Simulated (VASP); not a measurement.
A run of VASP 6.6.1 is set up as follows.

The input INCAR:

```
SYSTEM = Ga3PN2
ALGO = Normal
EDIFF = 1E-6
ENCUT = 520
GGA = PE
ISIF = 2
ISMEAR = -1
LASPH = .TRUE.
LCHARG = .FALSE.
LREAL = .FALSE.
LWAVE = .FALSE.
NBANDS = 36
NELM = 60
PREC = Accurate
SIGMA = 0.02
```

File KPOINTS:

```
k-points
0
G
  10 10 10
  0 0 0
```

File POSCAR:

```
Ga3PN2
1.0
   -1.7010283552      5.1243591648      2.3942792778
    1.7010283552     -5.1243591648      2.3942792778
    1.7010283552      5.1243591648     -2.3942792778
N Ga P
2 3 1
Direct
    0.3269844981     -0.0008350776      0.3278195757
    0.6713453468     -0.0008350776      0.6721804243
    0.5358976786      0.7222547296      0.8136429490
    0.9086117806      0.7222547296      0.1863570510
    0.3104591877      0.8104591877      0.5000000000
   -0.0032984918     -0.0032984918      0.0000000000
```

Potentials or basis: VASP PAW PBE potentials, release 64 (N, Ga_d, P).

The run is started by

```sh
$ cat potpaw_PBE.64/N/POTCAR potpaw_PBE.64/Ga_d/POTCAR potpaw_PBE.64/P/POTCAR > POTCAR
$ mpirun -np 1 vasp_std > vasp.out
```

(1) Predict the band gap on the k mesh.

(2) What does it give for the pressure?

## Answers

(1) 0.15 eV, indirect (least direct gap 0.25 eV).

(2) 4.4 GPa.
